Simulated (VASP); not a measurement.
# Pb (Fm-3m) in VASP: a series of runs

Pb is run at these levels: r2SCAN; tasks: single point.

All numbers are computed with VASP 6.6.1; they aren't measurements. Logs are shortened: lines on timing, memory, paths and dates and some standing lists are left out, and cuts for length are marked.

**1. The cell of the first run**

Symmetry: Fm-3m, No. 225, cubic system. The conventional cell has a = 4.989 Å, b = 4.989 Å, c = 4.989 Å, α = 90.00°, β = 90.00°, γ = 90.00°. Within 4.6 Å of Pb (site symmetry m-3m) lie 12 Pb at 3.53 Å.

**2. Single point, r2SCAN**

The input, POSCAR:

```
Pb
1.0
    0.0000000000      2.4946408835      2.4946408835
    2.4946408835      0.0000000000      2.4946408835
    2.4946408835      2.4946408835      0.0000000000
Pb
1
Direct
    0.0000000000      0.0000000000      0.0000000000
```

The input, INCAR.step1:

```
SYSTEM = Pb
ALGO = Normal
EDIFF = 1E-4
ENCUT = 520
GGA = PE
ISMEAR = -1
LASPH = .TRUE.
LCHARG = .FALSE.
LREAL = .FALSE.
LWAVE = .TRUE.
NBANDS = 13
NELM = 100
PREC = Accurate
SIGMA = 1.0
```

The input, INCAR.step2:

```
SYSTEM = Pb
ALGO = Normal
EDIFF = 1E-6
ENCUT = 520
ISIF = 2
ISMEAR = -1
ISTART = 1
LASPH = .TRUE.
LCHARG = .FALSE.
LMIXTAU = .TRUE.
LREAL = .FALSE.
LWAVE = .FALSE.
METAGGA = R2SCAN
NBANDS = 13
NELM = 100
PREC = Accurate
SIGMA = 1.0
```

The input, KPOINTS:

```
k-points
0
G
  11 11 11
  0 0 0
```

Potentials or basis: VASP PAW PBE potentials, release 64 (Pb_d).

Command:

```sh
$ cat potpaw_PBE.64/Pb_d/POTCAR > POTCAR
$ cp INCAR.step1 INCAR
$ mpirun -np 1 vasp_std > vasp.out
$ cp INCAR.step2 INCAR
$ mpirun -np 1 vasp_std > vasp.out
```

OUTCAR:

```text
SYSTEM = Pb
   EDIFF = 1E-6
   ENCUT = 520
   ISIF = 2
   ISMEAR = -1
   ISTART = 1
   LASPH = .TRUE.
   LREAL = .FALSE.
   METAGGA = R2SCAN
   NELM = 100
   PREC = Accurate

 ion  position               nearest neighbor table
   1  0.000  0.000  0.000-

  LATTYP: Found a face centered cubic cell.
 ALAT       =     4.9892817670

  Lattice vectors:

 A1 = (   0.0000000000,   2.4946408835,   2.4946408835)
 A2 = (   2.4946408835,   0.0000000000,   2.4946408835)
 A3 = (   2.4946408835,   2.4946408835,   0.0000000000)

Analysis of symmetry for initial positions (statically):
=====================================================================
 Subroutine PRICEL returns:
 Original cell was already a primitive cell.

 Routine SETGRP: Setting up the symmetry group for a
 face centered cubic supercell.

 Subroutine GETGRP returns: Found 48 space group operations
 (whereof 48 operations were pure point group operations)
 out of a pool of 48 trial point group operations.

The static configuration has the point symmetry O_h .

Analysis of symmetry for dynamics (positions and initial velocities):
=====================================================================
 Subroutine PRICEL returns:
 Original cell was already a primitive cell.

 Routine SETGRP: Setting up the symmetry group for a
 face centered cubic supercell.

 Subroutine GETGRP returns: Found 48 space group operations
 (whereof 48 operations were pure point group operations)
 out of a pool of 48 trial point group operations.

The dynamic configuration has the point symmetry O_h .

 Subroutine INISYM returns: Found 48 space group operations
 (whereof 48 operations are pure point group operations),
 and found     1 'primitive' translations

----------------------------------------------------------------------------------------

                                     Primitive cell

  volume of cell :      31.0495

  direct lattice vectors                    reciprocal lattice vectors
     0.000000000  2.494640883  2.494640883    -0.200429650  0.200429650  0.200429650
     2.494640883  0.000000000  2.494640883     0.200429650 -0.200429650  0.200429650
     2.494640883  2.494640883  0.000000000     0.200429650  0.200429650 -0.200429650

  length of vectors
     3.527954971  3.527954971  3.527954971     0.347154338  0.347154338  0.347154338

  position of ions in fractional coordinates (direct lattice)
     0.000000000  0.000000000  0.000000000

  ion indices of the primitive-cell ions
   primitive index   ion index
                 1           1

----------------------------------------------------------------------------------------

 KPOINTS: k-points

Automatic generation of k-mesh.
 Grid dimensions read from file:
 generate k-points for:   11   11   11

 Generating k-lattice:

  Cartesian coordinates                     Fractional coordinates (reciprocal lattice)
    -0.018220877  0.018220877  0.018220877     0.090909091  0.000000000  0.000000000
     0.018220877 -0.018220877  0.018220877     0.000000000  0.090909091  0.000000000
     0.018220877  0.018220877 -0.018220877     0.000000000  0.000000000  0.090909091

  Length of vectors
     0.031559485  0.031559485  0.031559485

  Shift w.r.t. Gamma in fractional coordinates (k-lattice)
     0.000000000  0.000000000  0.000000000

 Subroutine IBZKPT returns following result:
 ===========================================

 Found     56 irreducible k-points:

 Following reciprocal coordinates:
            Coordinates               Weight
  0.000000  0.000000  0.000000      1.000000
  0.090909  0.000000  0.000000      8.000000
  0.181818  0.000000  0.000000      8.000000
  0.272727  0.000000  0.000000      8.000000
  0.363636  0.000000  0.000000      8.000000
  0.454545  0.000000  0.000000      8.000000
[... 16 lines left out ...]
 -0.272727  0.181818  0.000000     24.000000
 -0.181818  0.181818  0.000000     12.000000
 [... further k-points ...]
   k-points           NKPTS =     56   k-points in BZ     NKDIM =     56   number of bands    NBANDS=     13
   number of dos      NEDOS =    301   number of ions     NIONS =      1
   total plane-waves  NPLWV =  21952
   dimension x,y,z NGX =    28 NGY =   28 NGZ =   28
   dimension x,y,z NGXF=    56 NGYF=   56 NGZF=   56
   ions per type =               1
   NGX,Y,Z   is equivalent  to a cutoff of  13.19, 13.19, 13.19 a.u.
   NGXF,Y,Z  is equivalent  to a cutoff of  26.39, 26.39, 26.39 a.u.
 SYSTEM =  Pb
   PREC   = accura    normal or accurate (medium, high low for compatibility)
   ISTART =      1    job   : 0-new  1-cont  2-samecut
   ICHARG =      0    charge: 1-file 2-atom 10-const
   ISPIN  =      1    spin polarized calculation?
   LNONCOLLINEAR =      F non collinear calculations
   LSORBIT =      F    spin-orbit coupling
   LASPH  =      T    aspherical Exc in radial PAW
   ENCUT  =  520.0 eV  38.22 Ry    6.18 a.u.   6.56  6.56  6.56*2*pi/ulx,y,z
   NELM   =    100;   NELMIN=  2; NELMDL=  0     # of ELM steps
   EDIFF  = 0.1E-05   stopping-criterion for ELM
   LREAL  =      F    real-space projection
   EDIFFG = 0.1E-04   stopping-criterion for IOM
   NSW    =      0    number of steps for IOM
   IBRION =     -1    ionic relax: 0-MD 1-quasi-New 2-CG
   NFREE  =      0    steps in history (QN), initial steepest desc. (CG)
   ISIF   =      2    stress and relaxation
   ISYM   =      2    0-nonsym 1-usesym 2-fastsym
   POTIM  = 0.5000    time-step for ionic-motion
   TEBEG  =    0.0;   TEEND  =   0.0 temperature during run
   PSTRESS=    0.0 pullay stress
   NELECT =      14.0000    total number of electrons
   NUPDOWN=      -1.0000    fix difference up-down
   EMIN   =  10.00;   EMAX   =-10.00  energy-range for DOS
   EFERMI =   0.00;   METHOD = LEGACY
   ISMEAR =    -1;   SIGMA  =   1.00  broadening in eV -4-tet -1-fermi 0-gaus
   EFERMI_NEDOS =   21; number of points for ismear=-14 and -15
   IALGO  =     38    algorithm
   IMIX   =      4    mixing-type and parameters
     AMIX     =   0.40;   BMIX     =  1.00
     AMIX_MAG =   1.60;   BMIX_MAG =  1.00
  volume/ion in A,a.u.               =      31.05       209.53
  Fermi-wavevector in a.u.,A,eV,Ry     =   1.255354  2.372275 21.441600  1.575913
  Thomas-Fermi vector in A             =   2.389115
   LORBIT       =      0    0 simple, 1 ext, 2 COOP (PROOUT), +10 PAW based schemes
   METAGGA = R2SCAN    functional components
   LHFCALC =     F    Hartree Fock is set to
   AEXX    =    0.0000 exact exchange contribution
   IVDW    =     0    specifies the selected vdW correction
   LEPSILON=     F    determine dielectric tensor
   LRPA    =     F    only Hartree local field effects (RPA)
 non-spin polarized calculation
  energy-cutoff  :      520.00
  volume of cell :       31.05
 maximum number of plane-waves:       869
   NGX = 13   NGY = 13   NGZ = 13

 number of electron      14.0000000 magnetization

 Free energy of the ion-electron system (eV)
  ---------------------------------------------------
  ext. energy  EPLUGINS =         0.00000000
  ---------------------------------------------------
  free energy    TOTEN  =       -57.15999603 eV

  energy without entropy =      -55.37104194  energy(sigma->0) =      -56.26551899

 E-fermi :   6.9088     XC(G=0): -10.7494

 val. band max:        6.8785834186   @ k =  -0.4545   0.3636   0.0000
 cond. band min:       7.0101546225   @ k =   0.3636   0.2727   0.0000
 fundamental gap:      0.1315712039
 Fermi energy:         6.9088105404

 k-point     1 :       0.0000    0.0000    0.0000
  band No.  band energies     occupation
      1     -10.7173      2.00000
      2     -10.7173      2.00000
      3     -10.7173      2.00000
      4     -10.5783      2.00000
      5     -10.5783      2.00000
      6      -5.1356      1.99999
      7      14.4753      0.00103
      8      14.4753      0.00103
      9      14.4753      0.00103
     10      17.4266      0.00005
     11      18.9582      0.00001
     12      19.8769      0.00000
     13      19.8769      0.00000

 k-point     2 :       0.0909    0.0000    0.0000
  band No.  band energies     occupation
      1     -10.7174      2.00000
      2     -10.7057      2.00000
      3     -10.7057      2.00000
      4     -10.5787      2.00000
      5     -10.5787      2.00000
      6      -4.9731      1.99999
      7      12.7488      0.00580
      8      14.2760      0.00126
      9      14.2760      0.00126
     10      17.0397      0.00008
     11      19.6777      0.00001
     12      20.2307      0.00000
     13      20.2307      0.00000

 k-point     3 :       0.1818    0.0000    0.0000
  band No.  band energies     occupation
      1     -10.7195      2.00000
      2     -10.6852      2.00000
      3     -10.6852      2.00000
      4     -10.5689      2.00000
      5     -10.5689      2.00000
      6      -4.4861      1.99998
      7       9.8755      0.09791
      8      13.8097      0.00201
      9      13.8097      0.00201
     10      16.6595      0.00012
     11      20.0917      0.00000
     12      20.4798      0.00000
     13      20.4798      0.00000

 k-point     4 :       0.2727    0.0000    0.0000
  band No.  band energies     occupation
      1     -10.7260      2.00000
      2     -10.6832      2.00000
      3     -10.6832      2.00000
      4     -10.5304      2.00000
      5     -10.5304      2.00000
      6      -3.6876      1.99995
      7       7.0938      0.90778
      8      13.2913      0.00338
      9      13.2913      0.00338
     10      16.4625      0.00014
     11      18.8478      0.00001
     12      19.6123      0.00001
     13      19.6123      0.00001

 k-point     5 :       0.3636    0.0000    0.0000
  band No.  band energies     occupation
      1     -10.7352      2.00000
      2     -10.6950      2.00000
      3     -10.6950      2.00000
      4     -10.4806      2.00000
      5     -10.4806      2.00000
      6      -2.6461      1.99986
      7       4.6832      1.80506
      8      12.8693      0.00514
      9      12.8693      0.00514
     10      16.4695      0.00014
     11      17.8598      0.00004
     12      18.9737      0.00001
     13      18.9737      0.00001
[... 257 lines left out ...]
 k-point    22 :      -0.3636    0.1818    0.0000
  band No.  band energies     occupation
      1     -10.7276      2.00000
      2     -10.6740      2.00000
      3     -10.6355      2.00000
      4     -10.4977      2.00000
      5     -10.4885      2.00000
      6      -1.4819      1.99955
      7       4.0627      1.89024
      8       8.7029      0.28515
      9      12.0261      0.01191
     10      15.4577      0.00039
     11      19.5212      0.00001
     12      20.2191      0.00000
     13      23.3746      0.00000

 k-point    23 :      -0.2727    0.1818    0.0000
  band No.  band energies     occupation
      1     -10.7045      2.00000
      2     -10.6893      2.00000
      3     -10.6275      2.00000
      4     -10.5517      2.00000
      5     -10.4942      2.00000
      6      -2.4858      1.99983
      7       5.8718      1.47655
      8       8.7450      0.27501
      9      12.9205      0.00489
     10      16.2052      0.00018
     11      19.2335      0.00001
     12      20.0375      0.00000
     13      21.7608      0.00000

 k-point    24 :      -0.1818    0.1818    0.0000
  band No.  band energies     occupation
      1     -10.7097      2.00000
      2     -10.6832      2.00000
      3     -10.6220      2.00000
      4     -10.6063      2.00000
      5     -10.5073      2.00000
      6      -3.4262      1.99994
      7       7.8123      0.57665
      8       9.5411      0.13418
      9      13.8361      0.00196
     10      17.2535      0.00006
     11      18.6541      0.00002
     12      19.8468      0.00000
     13      20.5012      0.00000

 [... further k-points ...]
[... 5 lines left out ...]
  --------------------------------------------------------------------------------------
  -------------------------------------------------------------------------------------
  Total        0.7819032      0.7819032      0.7819032      0.0000000     -0.0000000      0.0000000
  in kB       40.3468359     40.3468359     40.3468359      0.0000000     -0.0000000      0.0000000
  external PRESSURE =      40.3468359 kB  Pullay stress =       0.0000000 kB

 VOLUME and BASIS-vectors are now :
 -----------------------------------------------------------------------------
  energy-cutoff  :      520.00
  volume of cell :       31.05
      direct lattice vectors                 reciprocal lattice vectors
     0.000000000  2.494640883  2.494640883    -0.200429650  0.200429650  0.200429650
     2.494640883  0.000000000  2.494640883     0.200429650 -0.200429650  0.200429650
     2.494640883  2.494640883  0.000000000     0.200429650  0.200429650 -0.200429650

 POSITION                                       TOTAL-FORCE (eV/Angst)
 -----------------------------------------------------------------------------------
      0.00000      0.00000      0.00000        -0.000000      0.000000     -0.000000
 -----------------------------------------------------------------------------------
    total drift:                               -0.000000     -0.000000     -0.000000

  FREE ENERGIE OF THE ION-ELECTRON SYSTEM (eV)
  ---------------------------------------------------
  free  energy   TOTEN  =       -57.1599960315 eV

  energy  without entropy=      -55.3710419403  energy(sigma->0) =      -56.26551899
```

It took 53 s on 1 thread of Intel Xeon Platinum 8488C (Sapphire Rapids), shared host; peak memory 0.17 GiB.

What came out:

```yaml
Free_energy: -57.1600 eV
Pressure: 4.0 GPa
Band_gap_on_the_k_mesh: zero (band 7 reaches 14.48 eV, above the bottom of band 8 at 5.55 eV)
```

Caveat: the PAW data sets were made with another functional, which shifts forces and pressure a little; spin-orbit coupling is left out, which moves the levels of the heavy elements.

**3. Single point, r2SCAN**

POSCAR is that of step 2.

The input, INCAR.step1:

```
SYSTEM = Pb
  PREC = Accurate
  ENCUT = 520
  ISMEAR = 0
  SIGMA = 0.01
  LREAL = .FALSE.
  LASPH = .TRUE.
  NELM = 80
  NBANDS = 13
  GGA = PE
  ALGO = Normal
  EDIFF = 1E-4
  LWAVE = .TRUE.
  LCHARG = .FALSE.
```

The input, INCAR.step2:

```
SYSTEM = Pb
  PREC = Accurate
  ENCUT = 520
  EDIFF = 1E-6
  ISMEAR = 0
  SIGMA = 0.01
  LREAL = .FALSE.
  LASPH = .TRUE.
  NELM = 80
  ALGO = Normal
  ISIF = 2
  LWAVE = .FALSE.
  LCHARG = .FALSE.
  METAGGA = R2SCAN
  LMIXTAU = .TRUE.
  NBANDS = 13
  ISTART = 1
```

The input, KPOINTS:

```
Automatic mesh
0
G
  11 11 11
  0 0 0
```

Potentials or basis: VASP PAW PBE potentials, release 64 (Pb_d).

Command:

```sh
$ cat potpaw_PBE.64/Pb_d/POTCAR > POTCAR
$ cp INCAR.step1 INCAR
$ mpirun -np 1 vasp_std > vasp.out
$ cp INCAR.step2 INCAR
$ mpirun -np 1 vasp_std > vasp.out
```

Run time: 52 s. Hardware: 1 thread of Intel Xeon Platinum 8488C (Sapphire Rapids), shared host; peak memory 0.17 GiB.

Results (log left out):

```yaml
Free_energy: -56.2837 eV
Pressure: 0.0 GPa
Band_gap_on_the_k_mesh: zero (band 7 reaches 14.50 eV, above the bottom of band 8 at 5.53 eV)
```

Levels at points of the mesh, in eV from the Fermi level:
```tsv
k point	band 5	band 6	band 7	band 8	band 9	band 10
(0.00, 0.00, 0.00)	-17.61	-12.17	7.50	7.50	7.50	10.36
```

Caveat: the PAW data sets were made with another functional, which shifts forces and pressure a little; spin-orbit coupling is left out, which moves the levels of the heavy elements.
